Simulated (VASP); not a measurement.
# BiTe (R-3m) in VASP: further runs

BiTe is run at these levels: RPBE+D3(BJ), PBE, LDA, PBE+D3(BJ); tasks: single point.

All numbers are computed with VASP 6.6.1; they aren't measurements. Logs are shortened: lines on timing, memory, paths and dates and some standing lists are left out, and cuts for length are marked.

### Step 1. The cell of the first run

It takes space group R-3m (No. 166, trigonal). Conventional cell: a = 4.845 Å, b = 4.845 Å, c = 9.952 Å, α = 90.00°, β = 90.00°, γ = 120.00°. Bi (site symmetry -3m) has 6 Te at 3.25 Å within 4.3 Å. Within 4.3 Å of Te (site symmetry -3m) lie 6 Bi at 3.25 Å.

### Step 2. Single point, RPBE+D3(BJ)

The input, INCAR:

```
ALGO     = Normal         # electronic algorithm
EDIFF    = 1E-6           # SCF threshold, eV
ENCUT    = 500            # plane-wave cutoff, eV
GGA      = RP             # functional
GGA_COMPAT= F            
ISIF     = 2              # what is computed and relaxed
ISMEAR   = 0              # smearing method
IVDW     = 12             # dispersion correction
LASPH    = T              # aspherical terms in the spheres
LCHARG   = T              # write CHGCAR
LELF     = T              # ELF
LREAL    = F              # projectors in reciprocal space
LVHAR    = T            
LWAVE    = F              # write WAVECAR
NBANDS   = 18             # bands
NELM     = 120            # most SCF steps
PREC     = Accurate       # precision mode
SIGMA    = 0.1            # smearing width, eV
```

The input, KPOINTS:

```
k-points
0
Gamma
  6 6 6
```

The input, POSCAR:

```
BiTe
1.0
    2.4227077728      1.3987509848      3.3172919545
   -2.4227077728      1.3987509848      3.3172919545
    0.0000000000     -2.7975019696      3.3172919545
Bi Te
1 1
Direct
    0.5000000000      0.5000000000      0.5000000000
    0.0000000000      0.0000000000      0.0000000000
```

Potentials or basis: VASP PAW PBE potentials, release 64 (Bi_d, Te).

Started as:

```sh
cat potpaw_PBE.64/Bi_d/POTCAR potpaw_PBE.64/Te/POTCAR > POTCAR
mpirun -np 1 vasp_std > vasp.out
```

OUTCAR:

```text
EDIFF = 1E-6
   ENCUT = 500
   GGA = RP
   ISIF = 2
   ISMEAR = 0
   IVDW = 12
   LASPH = T
   LREAL = F
   NELM = 120
   PREC = Accurate
 IVDW          = 12

 ion  position               nearest neighbor table
   1  0.500  0.500  0.500-   2 3.25   2 3.25   2 3.25   2 3.25   2 3.25   2 3.25
   2  0.000  0.000  0.000-   1 3.25   1 3.25   1 3.25   1 3.25   1 3.25   1 3.25

  LATTYP: Found a trigonal (rhomboedric) cell.
 ALAT       =     4.3394058558
 COS(alpha) =     0.3765932224

  Lattice vectors:

 A1 = (   2.4227077728,   1.3987509848,   3.3172919545)
 A2 = (  -2.4227077728,   1.3987509848,   3.3172919545)
 A3 = (   0.0000000000,  -2.7975019696,   3.3172919545)

Analysis of symmetry for initial positions (statically):
=====================================================================
 Subroutine PRICEL returns:
 Original cell was already a primitive cell.

 Routine SETGRP: Setting up the symmetry group for a
 trigonal (rhombohedral) supercell.

 Subroutine GETGRP returns: Found 12 space group operations
 (whereof 12 operations were pure point group operations)
 out of a pool of 12 trial point group operations.

The static configuration has the point symmetry D_3d.

Analysis of symmetry for dynamics (positions and initial velocities):
=====================================================================
 Subroutine PRICEL returns:
 Original cell was already a primitive cell.

 Routine SETGRP: Setting up the symmetry group for a
 trigonal (rhombohedral) supercell.

 Subroutine GETGRP returns: Found 12 space group operations
 (whereof 12 operations were pure point group operations)
 out of a pool of 12 trial point group operations.

The dynamic configuration has the point symmetry D_3d.

 Subroutine INISYM returns: Found 12 space group operations
 (whereof 12 operations are pure point group operations),
 and found     1 'primitive' translations

----------------------------------------------------------------------------------------

                                     Primitive cell

  volume of cell :      67.4491

  direct lattice vectors                    reciprocal lattice vectors
     2.422707773  1.398750985  3.317291954     0.206380648  0.119153923  0.100483568
[... 81 lines left out ...]
   LNONCOLLINEAR =      F non collinear calculations
   LSORBIT =      F    spin-orbit coupling
   LASPH  =      T    aspherical Exc in radial PAW
   ENCUT  =  500.0 eV  36.75 Ry    6.06 a.u.   7.91  7.91  7.91*2*pi/ulx,y,z
   NELM   =    120;   NELMIN=  2; NELMDL= -5     # of ELM steps
   EDIFF  = 0.1E-05   stopping-criterion for ELM
   LREAL  =      F    real-space projection
   EDIFFG = 0.1E-04   stopping-criterion for IOM
   NSW    =      0    number of steps for IOM
   IBRION =     -1    ionic relax: 0-MD 1-quasi-New 2-CG
   NFREE  =      0    steps in history (QN), initial steepest desc. (CG)
   ISIF   =      2    stress and relaxation
   ISYM   =      2    0-nonsym 1-usesym 2-fastsym
   POTIM  = 0.5000    time-step for ionic-motion
   TEBEG  =    0.0;   TEEND  =   0.0 temperature during run
   PSTRESS=    0.0 pullay stress
   NELECT =      21.0000    total number of electrons
   NUPDOWN=      -1.0000    fix difference up-down
   EMIN   =  10.00;   EMAX   =-10.00  energy-range for DOS
   EFERMI =   0.00;   METHOD = LEGACY
   ISMEAR =     0;   SIGMA  =   0.10  broadening in eV -4-tet -1-fermi 0-gaus
   EFERMI_NEDOS =   21; number of points for ismear=-14 and -15
   IALGO  =     38    algorithm
   IMIX   =      4    mixing-type and parameters
     AMIX     =   0.40;   BMIX     =  1.00
     AMIX_MAG =   1.60;   BMIX_MAG =  1.00
  volume/ion in A,a.u.               =      33.72       227.58
  Fermi-wavevector in a.u.,A,eV,Ry     =   1.109573  2.096789 16.750837  1.231152
  Thomas-Fermi vector in A             =   2.246114
   LORBIT       =      0    0 simple, 1 ext, 2 COOP (PROOUT), +10 PAW based schemes
   GGA     = RP    functional components
   LHFCALC =     F    Hartree Fock is set to
   AEXX    =    0.0000 exact exchange contribution
   IVDW    =    12    specifies the selected vdW correction
   LEPSILON=     F    determine dielectric tensor
   LRPA    =     F    only Hartree local field effects (RPA)
 non-spin polarized calculation
 Gauss-broadening in eV      SIGMA  =   0.10
  energy-cutoff  :      500.00
  volume of cell :       67.45
 maximum number of plane-waves:      1737
   NGX = 15   NGY = 15   NGZ = 15

 number of electron      20.9999996 magnetization

 Free energy of the ion-electron system (eV)
  ---------------------------------------------------
  ext. energy  EPLUGINS =         0.00000000
  ---------------------------------------------------
  free energy    TOTEN  =        -6.43770774 eV

  energy without entropy =       -6.43173112  energy(sigma->0) =       -6.43471943

 E-fermi :   6.7624     XC(G=0):  -9.3795

 val. band max:        6.7538218613   @ k =   0.5000   0.3333   0.1667
 cond. band min:       6.7940958801   @ k =   0.3333   0.3333   0.1667
 fundamental gap:      0.0402740187
 Fermi energy:         6.7623773579

 k-point     1 :       0.0000    0.0000    0.0000
  band No.  band energies     occupation
      1     -16.5228      2.00000
      2     -16.5228      2.00000
      3     -16.5076      2.00000
      4     -16.5076      2.00000
      5     -16.4949      2.00000
      6      -6.6918      2.00000
[... 481 lines left out ...]
      5     -16.4920      2.00000
      6      -4.6007      2.00000
[... 10 lines left out ...]
     17      16.2546      0.00000
     18      17.5873      0.00000

 [... further k-points ...]

------------------------ aborting loop because EDIFF is reached ----------------------------------------

 Edisp (eV)   -4.05115

 E8    (eV) :    -2.7080

  FORCE on cell =-STRESS in cart. coord.  units (eV):
  Direction    XX          YY          ZZ          XY          YZ          ZX
  --------------------------------------------------------------------------------------
  -------------------------------------------------------------------------------------
  Total      -6.14432    -6.14432    -5.89528     0.00000     0.00000     0.00000
  in kB    -145.95130  -145.95130  -140.03570     0.00000     0.00000     0.00000
  external pressure =     -143.98 kB  Pullay stress =        0.00 kB

 VOLUME and BASIS-vectors are now :
 -----------------------------------------------------------------------------
  energy-cutoff  :      500.00
  volume of cell :       67.45
      direct lattice vectors                 reciprocal lattice vectors
     2.422707773  1.398750985  3.317291954     0.206380648  0.119153923  0.100483568
    -2.422707773  1.398750985  3.317291954    -0.206380648  0.119153923  0.100483568
     0.000000000 -2.797501970  3.317291954     0.000000000 -0.238307845  0.100483568

 POSITION                                       TOTAL-FORCE (eV/Angst)
 -----------------------------------------------------------------------------------
      0.00000      0.00000      4.97594        -0.000000      0.000000     -0.000000
      0.00000      0.00000      0.00000         0.000000     -0.000000      0.000000
 -----------------------------------------------------------------------------------
    total drift:                               -0.000000      0.000000     -0.000000

  FREE ENERGIE OF THE ION-ELECTRON SYSTEM (eV)
  ---------------------------------------------------
  free  energy   TOTEN  =       -10.4888600310 eV

  energy  without entropy=      -10.4828834049  energy(sigma->0) =      -10.48587172
```

stdout:

```text
POSCAR found type information on POSCAR BiTe
 POSCAR found :  2 types and       2 ions
 scaLAPACK will be used
 -----------------------------------------------------------------------------
|                                                                             |
|                                                                             |
|     You enforced a specific xc type in the INCAR file but a different       |
|     I HOPE YOU KNOW WHAT YOU ARE DOING!                                     |
|                                                                             |
 -----------------------------------------------------------------------------

 LDA part: xc-table for (Slater+PW92), standard interpolation
 POSCAR, INCAR and KPOINTS ok, starting setup
 FFT: planning ... GRIDC
 FFT: planning ... GRID_SOFT
 FFT: planning ... GRID
 WAVECAR not read
 entering main loop
```

It took 21 s on 1 thread of Intel Xeon 6975P-C, shared host; peak memory 0.2 GiB.

Results:

```
Free energy                : -10.4889 eV
Pressure                   : -14.4 GPa
Dispersion energy per atom : -2.026 eV
```

Levels at points of the mesh, in eV from the Fermi level:
```
           k point  band 6  band 7  band 8  band 9  band 10  band 11  band 12  band 13  band 14  band 15
(0.00, 0.00, 0.00)  -13.45   -8.23   -2.90   -2.90    -1.61     1.90     2.54     2.54     4.10     4.10
(0.50, 0.00, 0.00)  -11.55  -11.32   -1.85   -1.81    -1.02    -0.91    -0.57     0.35     6.74     6.93
(0.50, 0.50, 0.00)  -11.66   -9.94   -5.58   -4.47    -3.29     2.47     3.10     3.62     4.61     8.18
(0.50, 0.50, 0.50)  -11.20  -10.91   -2.35   -2.35    -2.21    -1.51    -1.23    -1.23     8.06     8.59
```

Caveat: the PAW data sets were made with another functional, which shifts forces and pressure a little; spin-orbit coupling is left out, which moves the levels of the heavy elements; pairwise dispersion overbinds metals, which lowers pressure and volume.

[end of part 1 of 2]
